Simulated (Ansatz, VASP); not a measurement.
## PtS2: VASP beside Ansatz

Contents of POSCAR:

```
PtS2
1.0
    3.5640100334      0.0000000000      0.0000000000
   -1.7820050167      3.0865232283      0.0000000000
    0.0000000000      0.0000000000      5.1391037203
Pt S
1 2
Direct
    0.0000000000      0.0000000000      0.0000000000
    0.3333333333      0.6666666667      0.2375186075
    0.6666666667      0.3333333333      0.7624813925
```

INCAR.step1

```
SYSTEM = PtS2
ALGO     = Normal         ! electronic algorithm
EDIFF    = 1E-4           ! SCF threshold, eV
ENCUT    = 520            ! plane-wave cutoff, eV
GGA      = PE             ! functional
ISMEAR   = 0              ! smearing method
LASPH    = .True.         ! aspherical terms in the spheres
LCHARG   = .False.        ! write CHGCAR
LREAL    = .False.        ! projectors in reciprocal space
LWAVE    = .True.         ! write WAVECAR
NBANDS   = 18             ! bands
NELM     = 80             ! most SCF steps
PREC     = Accurate       ! precision mode
SIGMA    = 0.01           ! smearing width, eV
```

The input INCAR.step2:

```
SYSTEM = PtS2
ALGO     = Normal         ! electronic algorithm
EDIFF    = 1E-7           ! SCF threshold, eV
ENCUT    = 520            ! plane-wave cutoff, eV
ISIF     = 2              ! what is computed and relaxed
ISMEAR   = 0              ! smearing method
ISTART   = 1            
LASPH    = .True.         ! aspherical terms in the spheres
LCHARG   = .True.         ! write CHGCAR
LELF     = .True.         ! ELF
LMIXTAU  = .True.       
LREAL    = .False.        ! projectors in reciprocal space
LVHAR    = .True.       
LWAVE    = .False.        ! write WAVECAR
METAGGA  = R2SCAN         ! meta-GGA
NBANDS   = 18             ! bands
NELM     = 80             ! most SCF steps
PREC     = Accurate       ! precision mode
SIGMA    = 0.01           ! smearing width, eV
```

KPOINTS

```
k-points
0
Gamma
  12 12 6
  0 0 0
```

Input for Ansatz:

```yaml
crystal:
  lattice:
    - [3.5640100334, 0.0, 0.0]
    - [-1.7820050167, 3.0865232283, 0.0]
    - [0.0, 0.0, 5.1391037203]
  atoms:
    - { symbol: Pt, position: [0.0, 0.0, 0.0] }
    - { symbol: S, position: [0.3333333333, 0.6666666667, 0.2375186075] }
    - { symbol: S, position: [0.6666666667, 0.3333333333, 0.7624813925] }
kpoints:
  mp_grid: { grid: [12, 12, 6] }
  band_path:
    path:
      - [0.0, 0.0, 0.0]
      - [0.5, 0.0, 0.0]
      - [0.3333333333, 0.3333333333, 0.0]
      - [0.0, 0.0, 0.5]
      - [0.5, 0.0, 0.5]
      - [0.3333333333, 0.3333333333, 0.5]
      - [0.0, 0.1666666667, 0.1666666667]
      - [0.0, 0.25, 0.3333333333]
    npoints: 1
hamiltonian:
  xc: r2scan
scf:
  occupations: { method: fixed }
  n_extra_bands: 4
output:
  forces: true
  stress: true
  eigenvalues: true
```

Change from the starting cell: hydrostatic strain +0.3%.

Alike in both runs: task single point; functional r2SCAN; k mesh 12 × 12 × 6; no spin polarisation.

|  | VASP | Ansatz |
| --- | --- | --- |
| version | VASP 6.6.1 | Ansatz 0.2.0 |
| potentials or method | VASP PAW PBE potentials, release 64 (Pt, S) | plane waves, PAW |
| plane-wave cutoff (eV) | 520 | 500 |
| occupations | gaussian, width 0.01 eV | fixed |
| valence electrons in the cell | 22 | 30 |

```csv
,VASP,Ansatz,Ansatz less VASP
gap on the k mesh at the Fermi level (eV),0.88,0.88,+0.007
pressure (GPa),0.5,0.6,+0.08
"traceless stress, the component that is largest in VASP (GPa)",0.51,0.52,+0.014
rms of the force components (eV/Å),0.023,0.020,-0.0024
```

VASP's potentials were made for PBE, not for r2SCAN. Atom by atom the forces differ by 0.002 eV/Å (rms over components). VASP's potentials hold 22 valence electrons a cell and Ansatz's 30, so a difference there can come from the potentials and not from the codes.

Spin-orbit coupling is off throughout.
